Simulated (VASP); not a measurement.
Here is a VASP 6.6.1 calculation.

POSCAR

```
NaCl
1.0
    0.0000000000      2.7940632177      2.7940632177
    2.7940632177      0.0000000000      2.7940632177
    2.7940632177      2.7940632177      0.0000000000
Cl Na
1 1
Direct
    0.5000000000      0.5000000000      0.5000000000
    0.0000000000      0.0000000000      0.0000000000
```

File INCAR.step1:

```
SYSTEM = NaCl
PREC = Accurate
ENCUT = 520
EDIFF = 1E-5
ISMEAR = -1
SIGMA = 0.05
LREAL = .FALSE.
LASPH = .TRUE.
NELM = 60
ALGO = Normal
ISIF = 2
LWAVE = .TRUE.
LCHARG = .FALSE.
GGA = PE
NBANDS = 14
```

File INCAR.step2:

```
SYSTEM = NaCl
PREC = Accurate
ENCUT = 520
EDIFF = 1E-6
ISMEAR = -1
SIGMA = 0.05
LREAL = .FALSE.
LASPH = .TRUE.
NELM = 60
ALGO = Normal
ISIF = 2
LWAVE = .FALSE.
LCHARG = .FALSE.
GGA = PE
LHFCALC = .TRUE.
AEXX = 0.25
HFSCREEN = 0.3
PRECFOCK = Normal
ISTART = 1
NBANDS = 14
```

The input KPOINTS:

```
regular mesh
0
G
  5 5 5
  0 0 0
```

Potentials or basis: VASP PAW PBE potentials, release 64 (Cl, Na_pv).

The run is started by

```bash
$ cat potpaw_PBE.64/Cl/POTCAR potpaw_PBE.64/Na_pv/POTCAR > POTCAR
$ cp INCAR.step1 INCAR
$ mpirun -np 1 vasp_std > vasp.out
$ cp INCAR.step2 INCAR
$ mpirun -np 1 vasp_std > vasp.out
```

What does it give for the band gap on the k mesh?

6.35 eV.

Predict the pressure.

1.0 GPa.

Caveat: the PAW data sets were made with another functional, which shifts forces and pressure a little.
